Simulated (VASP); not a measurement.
The system is HfN.

```
Hf N
1.0
     0.00000    2.45482    2.45482
     2.45482    0.00000    2.45482
     2.45482    2.45482    0.00000
Hf N
1 1
Direct
  0.99847 0.99706 0.99660
  0.26378 0.24281 0.23936
```

Base run:

| Item | Value |
| --- | --- |
| Program | VASP 6.6.1 |
| Functional | PBE |
| Potentials or basis | VASP PAW PBE potentials, release 64 (Hf_pv, N) |
| Cutoff | 520 eV |
| k mesh | 7 × 7 × 7 |
| Occupations | gaussian, width 0.1 eV |
| Spin | no spin polarisation |

Its results: band gap on the k mesh zero (an odd number of electrons rules out a gap without spin polarisation); pressure -0.2 GPa; largest force 0.559 eV/Å.

Question: The run is repeated on the same cell with these changes: functional from PBE to r2SCAN; further incar settings from ALGO = Normal; EDIFF = 1e-07; NBANDS = 14 to ALGO = Normal; EDIFF = 1e-06; NBANDS = 14. What comes out?

Answer: Band gap on the k mesh zero (an odd number of electrons rules out a gap without spin polarisation); pressure -3.4 GPa; largest force 0.574 eV/Å.

Caveats: spin-orbit coupling is left out, which moves the levels of the heavy elements; the cell stands under tension (at least some runs); the PAW data sets were made with another functional, which shifts forces and pressure a little (at least some runs).
